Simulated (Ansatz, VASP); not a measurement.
## KBr in VASP and in Ansatz

```
K Br
1.0
     3.97587    0.00000    0.00000
     0.00000    3.97587    0.00000
     0.00000    0.00000    3.97587
K Br
1 1
Direct
  0.00000 0.00000 0.00000
  0.50000 0.50000 0.50000
```

Alike in both runs: functional r2SCAN; k mesh 6 × 6 × 6; occupations gaussian, width 0.02 eV; no spin polarisation.

Ansatz relaxed the structure, and its values are those at the end. VASP's run is a single point on that final structure, the one shown.

```csv
,VASP,Ansatz
version,VASP 6.6.1,Ansatz 0.2.0
potentials or method,"VASP PAW PBE potentials, release 64 (K_sv, Br), cutoff 520 eV","scalar-relativistic, plane waves, PAW"
valence electrons in the cell,16,16
```

```tsv
	VASP	Ansatz	Ansatz less VASP
gap on the k mesh at the Fermi level (eV)	4.77	4.77	-0.004
least direct gap on the mesh (eV)	5.05	5.05	-0.005
pressure (GPa)	0.0	0.0	+0.01
```

VASP's potentials were made for PBE, not for r2SCAN.
